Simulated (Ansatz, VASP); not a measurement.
# Se: VASP beside Ansatz

The input INCAR:

```
PREC = Accurate
ENCUT = 520
EDIFF = 1E-8
ISMEAR = -1
SIGMA = 0.01
LREAL = F
LASPH = T
NELM = 100
ALGO = Normal
ISIF = 2
LWAVE = F
LCHARG = F
GGA = PE
LEFG = T
NBANDS = 27
```

KPOINTS

```
Automatic mesh
0
Gamma
  6 6 6
```

The input POSCAR:

```
Se
1.0
    5.6241898633      3.2471275315      1.4763300000
   -5.6241898633      3.2471275315      1.4763300000
    0.0000000000     -6.4942550631      1.4763300000
Se
6
Direct
    0.2806600000      0.1625100000      0.9181800000
    0.9181800000      0.2806600000      0.1625100000
    0.1625100000      0.9181800000      0.2806600000
    0.7193400000      0.8374900000      0.0818200000
    0.0818200000      0.7193400000      0.8374900000
    0.8374900000      0.0818200000      0.7193400000
```

Input for Ansatz:

```yaml
crystal:
  lattice:
    - [5.6241898633, 3.2471275315, 1.47633]
    - [-5.6241898633, 3.2471275315, 1.47633]
    - [0.0, -6.4942550631, 1.47633]
  atoms:
    - { symbol: Se, position: [0.28066, 0.16251, 0.91818] }
    - { symbol: Se, position: [0.91818, 0.28066, 0.16251] }
    - { symbol: Se, position: [0.16251, 0.91818, 0.28066] }
    - { symbol: Se, position: [0.71934, 0.83749, 0.08182] }
    - { symbol: Se, position: [0.08182, 0.71934, 0.83749] }
    - { symbol: Se, position: [0.83749, 0.08182, 0.71934] }
kpoints:
  mp_grid: { grid: [6, 6, 6] }
scf:
  occupations: { method: fermi_dirac, width: 0.01 }
hamiltonian:
  xc: pbe
  pseudopotentials: { kind: all_electron, datasets: crystal }
output:
  forces: true
  stress: true
  eigenvalues: true
  efg: { contact_densities: true }
```

Change from the starting cell: equal xx and yy strain of -1 %, crystal datasets.

Alike in both runs: task electric field gradients; functional PBE; k mesh 6 × 6 × 6; occupations fermi-dirac, width 0.01 eV; no spin polarisation.

|  | VASP | Ansatz |
| --- | --- | --- |
| version | VASP 6.6.1 | Ansatz 0.2.0 |
| potentials or method | VASP PAW PBE potentials, release 64 (Se), cutoff 520 eV | all-electron PAW with datasets made for the crystal, scalar-relativistic |

```csv
,VASP,Ansatz,Ansatz less VASP
gap on the k mesh at the Fermi level (eV),1.30,1.31,+0.013
pressure (GPa),4.3,4.1,-0.17
"traceless stress, the component that is largest in VASP (GPa)",-0.97,-0.91,+0.058
rms of the force components (eV/Å),0.460,0.432,-0.0275
size of Vzz on the site where it differs most (V/Å²),548.6,571.7,+23.13
```

Atom by atom the forces differ by 0.028 eV/Å (rms over components). Ansatz ran all-electron here, and VASP with PAW potentials.
